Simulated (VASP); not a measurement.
A run of VASP 6.6.1 is set up as follows.

The input INCAR:

```
SYSTEM = TiO2
ALGO = Normal ; EDIFF = 1E-6
ENCUT = 520 ; GGA = PE
ISIF = 2 ; ISMEAR = 0
LASPH = .True. ; LCHARG = .True.
LDAU = .True. ; LDAUJ = 0 0
LDAUL = 2 -1 ; LDAUPRINT = 1
LDAUTYPE = 2 ; LDAUU = 4 0
LELF = .True. ; LMAXMIX = 4
LREAL = .False. ; LVHAR = .True.
LWAVE = .False. ; NBANDS = 60
NELM = 150 ; PREC = Accurate
SIGMA = 0.02
```

Contents of KPOINTS:

```
k-points
0
Gamma
  6 6 4
  0 0 0
```

Contents of POSCAR:

```
TiO2
1.0
    3.9898107388      0.0000000000      0.0000000000
    0.0000000000      3.9898107388      0.0000000000
    0.0000000000      0.0000000000      9.3203584347
Ti O
4 8
Direct
    0.0000000000      0.0000000000      0.0000000000
    0.0000000000      0.5000000000      0.2500000000
    0.5000000000      0.5000000000      0.5000000000
    0.5000000000      0.0000000000      0.7500000000
    0.0000000000      0.5000000000      0.4604198350
    0.0000000000      0.0000000000      0.2104198350
    0.0000000000      0.5000000000      0.0395801650
    0.5000000000      0.5000000000      0.2895801650
    0.5000000000      0.0000000000      0.9604198350
    0.5000000000      0.5000000000      0.7104198350
    0.5000000000      0.0000000000      0.5395801650
    0.0000000000      0.0000000000      0.7895801650
```

Potentials or basis: VASP PAW PBE potentials, release 64 (Ti_sv, O).

The run is started by

```bash
$ cat potpaw_PBE.64/Ti_sv/POTCAR potpaw_PBE.64/O/POTCAR > POTCAR
$ mpirun -np 1 vasp_std > vasp.out
```

(1) Predict the largest force.

(2) What does it give for the pressure?

(3) Estimate the band gap on the k mesh.

Answers

(1) 0.237 eV/Å.

(2) -4.5 GPa.

(3) 2.41 eV.

Caveat: the cell differs from its parent crystal (biaxial strain in the a-b plane: +4.5 %, then relaxed in part); the stress differs along the axes, from -9 to 4 GPa.
